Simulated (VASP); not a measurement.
Set up this calculation in VASP 6.6.1, as the native input.

- Task: relaxation of cell and atoms
- Functional: PBE
- Potentials or basis: VASP PAW PBE potentials, release 64 (In_d, Te, O)
- Cutoff: 600 eV
- k mesh: 6 × 6 × 4
- Occupations: gaussian, width 0.1 eV
- Spin: no spin polarisation
- Dipole correction: no
- Further INCAR settings: ALGO = Normal; EDIFF = 1e-07; IBRION = 2; EDIFFG = -0.04; NSW = 90; ISIF = 3

The structure of In2TeO2 lies in POSCAR:

```
In2TeO2
1.0
    3.8992642800      0.0000000000      0.0000000000
   -1.9496321400      3.3768619200      0.0000000000
    0.0000000000      0.0000000000      6.9337390700
In Te O
2 1 2
Direct
    0.3333333300      0.6666666700      0.2899999900
    0.6666666700      0.3333333300      0.7100000100
    0.0000000000      0.0000000000      0.0000000000
    0.3333333300      0.6666666700      0.6200000000
    0.6666666700      0.3333333300      0.3800000000
```

The cell was generated, and may not be a known phase.

These files were run (other wordings do the same):

INCAR

```
SYSTEM = In2TeO2
PREC = Accurate
ENCUT = 600
EDIFF = 1E-7
ISMEAR = 0
SIGMA = 0.1
LREAL = .FALSE.
LASPH = .TRUE.
NELM = 60
ALGO = Normal
ISIF = 3
LWAVE = .FALSE.
LCHARG = .FALSE.
GGA = PE
IBRION = 2
NSW = 90
EDIFFG = -0.04
```

KPOINTS

```
Automatic mesh
0
G
  6 6 4
  0 0 0
```

Potentials or basis: VASP PAW PBE potentials, release 64 (In_d, Te, O).

Command:

```console
$ cat potpaw_PBE.64/In_d/POTCAR potpaw_PBE.64/Te/POTCAR potpaw_PBE.64/O/POTCAR > POTCAR
$ mpirun -np 1 vasp_std > vasp.out
```

Results of the run:

* Relaxed volume: 18.34 Å³/atom
* Relaxed cell: a = 3.760 Å, b = 3.760 Å, c = 7.490 Å, α = 90.00°, β = 90.00°, γ = 120.00°
* Space group after relaxing (to 0.1 Å): P-3m1 (No. 164)
* Energy gained by relaxing: 49.5 meV/atom
* Ionic steps: 12
* Pressure after relaxing: 0.1 GPa
* Largest force after relaxing: 0.024 eV/Å
* Band gap on the k mesh: zero (bands 22 and 23 overlap by 1.12 eV)

Caveat: spin-orbit coupling is left out, which moves the levels of the heavy elements.

Run time: 7.8 min on 1 thread of AMD EPYC 9R45 96-Core Processor (Zen 5) (shared host), peak memory 0.25 GiB.
